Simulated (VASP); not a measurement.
Here is a VASP 6.6.1 calculation.

INCAR

```
PREC = Accurate
ENCUT = 520
EDIFF = 1E-8
ISMEAR = 0
SIGMA = 0.01
LREAL = False
LASPH = True
NELM = 60
ALGO = Normal
ISIF = 2
LWAVE = False
LCHARG = False
GGA = RE
LEFG = True
NBANDS = 11
```

Contents of KPOINTS:

```
Automatic mesh
0
Gamma
  12 12 12
```

Contents of POSCAR:

```
Sr
1.0
   -2.3759174263      2.3759174263      2.3759174263
    2.3759174263     -2.3759174263      2.3759174263
    2.3759174263      2.3759174263     -2.3759174263
Sr
1
Direct
    0.0000000000      0.0000000000      0.0000000000
```

Potentials or basis: VASP PAW PBE potentials, release 64 (Sr_sv).

The run is started by

```sh
$ cat potpaw_PBE.64/Sr_sv/POTCAR > POTCAR
$ mpirun -np 1 vasp_std > vasp.out
```

Predict the pressure.

0.6 GPa.

Predict the band gap on the k mesh.

zero (bands 5 and 6 overlap by 0.52 eV).

Caveat: the PAW data sets were made with another functional, which shifts forces and pressure a little.
